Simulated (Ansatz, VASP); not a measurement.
One calculation of SnSe, two programs

INCAR

```
PREC     = Accurate       # precision mode
ENCUT    = 520            # plane-wave cutoff, eV
EDIFF    = 1E-8           # SCF threshold, eV
ISMEAR   = -1             # smearing method
SIGMA    = 0.01           # smearing width, eV
LREAL    = F              # projectors in reciprocal space
LASPH    = T              # aspherical terms in the spheres
NELM     = 60             # most SCF steps
ALGO     = Normal         # electronic algorithm
ISIF     = 2              # what is computed and relaxed
LWAVE    = F              # write WAVECAR
LCHARG   = F              # write CHGCAR
GGA      = PS             # functional
LEFG     = T            
NBANDS   = 17             # bands
```

File KPOINTS:

```
regular mesh
0
Gamma
  7 7 7
```

File POSCAR:

```
SnSe
1.0
    0.0000000000      3.0496098055      3.0496098055
    3.0496098055      0.0000000000      3.0496098055
    3.0496098055      3.0496098055      0.0000000000
Sn Se
1 1
Direct
    0.0000000000      0.0000000000      0.0000000000
    0.5000000000      0.5000000000      0.5000000000
```

Input for Ansatz:

```yaml
crystal:
  lattice:
    - [0.0, 3.0496098055, 3.0496098055]
    - [3.0496098055, 0.0, 3.0496098055]
    - [3.0496098055, 3.0496098055, 0.0]
  atoms:
    - { symbol: Sn, position: [0.0, 0.0, 0.0] }
    - { symbol: Se, position: [0.5, 0.5, 0.5] }
kpoints:
  mp_grid: { grid: [7, 7, 7] }
scf:
  occupations: { method: fermi_dirac, width: 0.01 }
hamiltonian:
  xc: pbesol
  pseudopotentials: { kind: all_electron, datasets: crystal }
output:
  forces: true
  stress: true
  eigenvalues: true
  efg: { contact_densities: true }
```

Change from the starting cell: volume scaled by 1.04, crystal datasets.

Alike in both runs: task electric field gradients; functional PBEsol; k mesh 7 × 7 × 7; occupations fermi-dirac, width 0.01 eV; no spin polarisation.

|  | VASP | Ansatz |
| --- | --- | --- |
| version | VASP 6.6.1 | Ansatz 0.2.0 |
| potentials or method | VASP PAW PBE potentials, release 64 (Sn_d, Se), cutoff 520 eV | all-electron PAW with datasets made for the crystal, scalar-relativistic |

```csv
,VASP,Ansatz,Ansatz less VASP
pressure (GPa),-3.6,-3.6,-0.01
```

VASP's potentials were made for PBE, not for PBEsol. Ansatz ran all-electron here, and VASP with PAW potentials.
